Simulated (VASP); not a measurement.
Input of a VASP 6.6.1 run:

The input INCAR:

```
SYSTEM = LiF
ALGO = Normal ; EDIFF = 1E-6
ENCUT = 520 ; ISIF = 2
ISMEAR = 0 ; LASPH = .True.
LCHARG = .False. ; LREAL = .False.
LWAVE = .False. ; NBANDS = 18
NELM = 100 ; PREC = Accurate
SIGMA = 0.05
```

The input KPOINTS:

```
k-points
0
Gamma
  9 9 6
  0 0 0
```

File POSCAR:

```
LiF
1.0
    3.0300909680      0.0000000000      0.0000000000
   -1.5150454840      2.6241357541      0.0000000000
    0.0000000000      0.0000000000      4.6590208518
Li F
2 2
Direct
    0.3333333333      0.6666666667      0.3465456496
    0.6666666667      0.3333333333      0.8465456496
    0.3333333333      0.6666666667      0.9910195924
    0.6666666667      0.3333333333      0.4910195924
```

Potentials or basis: VASP PAW LDA potentials, release 64 (Li_sv, F).

Launch:

```bash
$ cat potpaw_LDA.64/Li_sv/POTCAR potpaw_LDA.64/F/POTCAR > POTCAR
$ mpirun -np 1 vasp_std > vasp.out
```

Question: Estimate the largest force.

Answer: 1.111 eV/Å.

Question: What does it give for the band gap on the k mesh?

Answer: 7.92 eV.

Forces in eV/Å, atoms in the order of the input:
```
Li   0.000  0.000  1.111
Li   0.000  0.000  1.111
F    0.000  0.000 -1.111
F    0.000  0.000 -1.111
```

Caveat: an odd mesh through Γ misses points on the zone boundary, where band edges can lie; forces of over 1 eV/Å act on the atoms, so gaps and moduli don't describe the material at rest.
